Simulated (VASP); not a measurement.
# Ti4C in VASP: a series of runs, part 2 of 2

VASP 6.6.1. Earlier steps stand in the parts before.

## 3. Single point, r2SCAN

Contents of POSCAR:

```
Ti4C
1.0
    2.9357969433      0.0000000000      0.0000000000
   -1.4678984717      2.5424747333      0.0000000000
    0.0000000000      0.0000000000     25.9542893605
Ti C
4 1
Direct
    0.6666666667      0.3333333333      0.3274988531
    0.3333333333      0.6666666667      0.4168134331
    0.6666666667      0.3333333333      0.5040115041
    0.3333333333      0.6666666667      0.6065910988
    0.0000000000      0.0000000000      0.6385689553
```

Contents of INCAR.step1:

```
SYSTEM = Ti4C
PREC = Accurate ; ENCUT = 520
ISMEAR = 0 ; SIGMA = 0.1
LREAL = .False. ; LASPH = .True.
NELM = 60 ; LDIPOL = .True.
IDIPOL = 3 ; DIPOL = 0.5 0.5 0.499
NBANDS = 34 ; GGA = PE
ALGO = Normal ; EDIFF = 1E-4
LWAVE = .True. ; LCHARG = .False.
```

Contents of INCAR.step2:

```
SYSTEM = Ti4C
PREC = Accurate ; ENCUT = 520
EDIFF = 1E-6 ; ISMEAR = 0
SIGMA = 0.1 ; LREAL = .False.
LASPH = .True. ; NELM = 60
ALGO = Normal ; ISIF = 2
LWAVE = .False. ; LCHARG = .True.
LDIPOL = .True. ; IDIPOL = 3
DIPOL = 0.5 0.5 0.499 ; METAGGA = R2SCAN
LMIXTAU = .True. ; LELF = .True.
LVHAR = .True. ; LVACPOTAV = .True.
NBANDS = 34 ; ISTART = 1
```

Contents of KPOINTS:

```
Automatic mesh
0
Gamma
  12 12 1
  0 0 0
```

Potentials or basis: VASP PAW PBE potentials, release 64 (Ti_sv, C).

Started as:

```bash
$ cat potpaw_PBE.64/Ti_sv/POTCAR potpaw_PBE.64/C/POTCAR > POTCAR
$ cp INCAR.step1 INCAR
$ mpirun -np 1 vasp_std > vasp.out
$ cp INCAR.step2 INCAR
$ mpirun -np 1 vasp_std > vasp.out
```

OUTCAR:

```text
SYSTEM = Ti4C
   PREC = Accurate
   ENCUT = 520
   EDIFF = 1E-6
   ISMEAR = 0
   LREAL = .False.
   LASPH = .True.
   NELM = 60
   ISIF = 2
   METAGGA = R2SCAN
   ISTART = 1

 ion  position               nearest neighbor table
   1  0.667  0.333  0.327-   2 2.87   2 2.87   2 2.87
   2  0.333  0.667  0.417-   3 2.83   3 2.83   3 2.83   1 2.87   1 2.87   1 2.87
   3  0.667  0.333  0.504-   2 2.83   2 2.83   2 2.83
   4  0.333  0.667  0.607-   5 1.89   5 1.89   5 1.89
   5  0.000  0.000  0.639-   4 1.89   4 1.89   4 1.89

[... 902 lines left out ...]
  -------------------------------------------------------------------------------------
  Total        5.6049622      5.6049622     -0.6086488     -0.0000000      0.0000000      0.0000000
  in kB       46.3544536     46.3544536     -5.0336795     -0.0000000      0.0000000      0.0000000
  external PRESSURE =      29.2250759 kB  Pullay stress =       0.0000000 kB

 VOLUME and BASIS-vectors are now :
 -----------------------------------------------------------------------------
  energy-cutoff  :      520.00
  volume of cell :      193.73
      direct lattice vectors                 reciprocal lattice vectors
     2.935796943  0.000000000  0.000000000     0.340623013  0.196658788  0.000000000
    -1.467898472  2.542474733  0.000000000     0.000000000  0.393317576  0.000000000
     0.000000000  0.000000000 25.954289360     0.000000000  0.000000000  0.038529277

 POSITION                                       TOTAL-FORCE (eV/Angst)
 -----------------------------------------------------------------------------------
      1.46790      0.84749      8.50000        -0.000000      0.000000      0.326057
     -0.00000      1.69498     10.81810        -0.000000      0.000000     -0.366139
      1.46790      0.84749     13.08126        -0.000000     -0.000000      0.032551
     -0.00000      1.69498     15.74364         0.000000     -0.000000     -0.081388
      0.00000      0.00000     16.57360         0.000000     -0.000000      0.088919
 -----------------------------------------------------------------------------------
    total drift:                               -0.000000      0.000000      0.003395

  FREE ENERGIE OF THE ION-ELECTRON SYSTEM (eV)
  ---------------------------------------------------
  free  energy   TOTEN  =       -58.2505631822 eV

  energy  without entropy=      -58.2015607478  energy(sigma->0) =      -58.22606196

 vacuum level on the upper side and lower side of the slab         6.511         4.150
```

It took 13 min on 1 thread of Intel Xeon Platinum 8488C (Sapphire Rapids), shared host; peak memory 0.41 GiB.

Results:

- Free energy: -58.2506 eV
- Largest force: 0.366 eV/Å
- Band gap on the k mesh: zero (bands 26 and 27 overlap by 0.58 eV)

Forces on the atoms (eV/Å):
```
Ti   0.000  0.000  0.326
Ti   0.000  0.000 -0.366
Ti   0.000  0.000  0.033
Ti   0.000  0.000 -0.081
C    0.000  0.000  0.089
```

Levels at points of the mesh, in eV from the Fermi level:
| k point | band 22 | band 23 | band 24 | band 25 | band 26 | band 27 | band 28 | band 29 | band 30 | band 31 |
| --- | --- | --- | --- | --- | --- | --- | --- | --- | --- | --- |
| (0.00, 0.00, 0.00) | -1.39 | -1.39 | -0.57 | -0.03 | 0.47 | 0.89 | 0.89 | 0.94 | 0.94 | 0.94 |
| (0.50, 0.00, 0.00) | -1.30 | -1.06 | -0.50 | -0.37 | 0.03 | 0.41 | 1.02 | 1.02 | 1.26 | 1.58 |

Caveat: the PAW data sets were made with another functional, which shifts forces and pressure a little.

## 4. Single point, r2SCAN

Contents of POSCAR:

```
Ti4C
1.0
    2.9357969433      0.0000000000      0.0000000000
   -1.4678984717      2.5424747333      0.0000000000
    0.0000000000      0.0000000000     25.9542893605
Ti C
4 1
Direct
    0.6666666666      0.3333333333      0.3274988531
    0.3333333333      0.6666666667      0.4168134331
    0.6665176310      0.3330352620      0.5045917310
   -0.0030174006     -0.0060348012      0.6054841824
   -0.3362235910     -0.6724471820      0.6360481073
```

Contents of INCAR.step1:

```
SYSTEM = Ti4C
PREC     = Accurate       ! precision mode
ENCUT    = 520            ! plane-wave cutoff, eV
ISMEAR   = 0              ! smearing method
SIGMA    = 0.1            ! smearing width, eV
LREAL    = .False.        ! projectors in reciprocal space
LASPH    = .True.         ! aspherical terms in the spheres
NELM     = 80             ! most SCF steps
LDIPOL   = .True.       
IDIPOL   = 3            
DIPOL    = 0.5 0.5 0.498
NBANDS   = 34             ! bands
GGA      = PE             ! functional
ALGO     = Normal         ! electronic algorithm
EDIFF    = 1E-4           ! SCF threshold, eV
LWAVE    = .True.         ! write WAVECAR
LCHARG   = .False.        ! write CHGCAR
```

Contents of INCAR.step2:

```
SYSTEM = Ti4C
PREC     = Accurate       ! precision mode
ENCUT    = 520            ! plane-wave cutoff, eV
EDIFF    = 1E-6           ! SCF threshold, eV
ISMEAR   = 0              ! smearing method
SIGMA    = 0.1            ! smearing width, eV
LREAL    = .False.        ! projectors in reciprocal space
LASPH    = .True.         ! aspherical terms in the spheres
NELM     = 80             ! most SCF steps
ALGO     = Normal         ! electronic algorithm
ISIF     = 2              ! what is computed and relaxed
LWAVE    = .False.        ! write WAVECAR
LCHARG   = .False.        ! write CHGCAR
LDIPOL   = .True.       
IDIPOL   = 3            
DIPOL    = 0.5 0.5 0.498
METAGGA  = R2SCAN         ! meta-GGA
LMIXTAU  = .True.       
NBANDS   = 34             ! bands
ISTART   = 1
```

Contents of KPOINTS:

```
regular mesh
0
Gamma
  12 12 1
  0 0 0
```

Started as:

```bash
$ cat potpaw_PBE.64/Ti_sv/POTCAR potpaw_PBE.64/C/POTCAR > POTCAR
$ cp INCAR.step1 INCAR
$ mpirun -np 1 vasp_std > vasp.out
$ cp INCAR.step2 INCAR
$ mpirun -np 1 vasp_std > vasp.out
```

Run time: 27 min. Hardware: 1 thread of Intel Xeon Platinum 8488C (Sapphire Rapids), shared host; peak memory 0.5 GiB.

It converged, with:

- Free energy: -58.3609 eV
- Largest force: 0.348 eV/Å
- Band gap on the k mesh: zero (bands 26 and 27 overlap by 0.70 eV)

Forces on the atoms (eV/Å):
```
Ti   0.000 -0.001  0.328
Ti   0.000  0.001 -0.348
Ti   0.000 -0.007  0.003
Ti   0.000  0.020 -0.090
C    0.000 -0.013  0.108
```

Levels at points of the mesh, in eV from the Fermi level:
| k point | band 23 | band 24 | band 25 | band 26 | band 27 | band 28 | band 29 | band 30 |
| --- | --- | --- | --- | --- | --- | --- | --- | --- |
| (0.00, 0.00, 0.00) | -1.64 | -0.46 | -0.02 | 0.46 | 0.90 | 0.90 | 0.94 | 0.99 |
| (0.50, 0.00, 0.00) | -1.19 | -0.50 | -0.50 | -0.01 | 0.46 | 1.04 | 1.05 | 1.24 |
| (0.00, 0.50, 0.00) | -1.19 | -0.50 | -0.49 | -0.01 | 0.46 | 1.04 | 1.04 | 1.24 |

Caveat: the PAW data sets were made with another functional, which shifts forces and pressure a little.

## 5. The runs side by side

```csv
cell,gap on the mesh (eV),largest force (eV/Å)
"as given, atomic positions A",none,0.53
"as given, atomic positions B",none,0.37
"as given, atomic positions C",none,0.35
```

Alike in all rows: task single point; level r2SCAN; potentials or basis VASP PAW PBE potentials, release 64 (Ti_sv, C); no spin polarisation; k mesh 12 × 12 × 1; cutoff (eV) 520; smearing gaussian 0.1 eV.

Caveats: the PAW data sets were made with another functional, which shifts forces and pressure a little.

Total energies depend on the potentials used, so only differences within one code and one set of settings carry meaning.
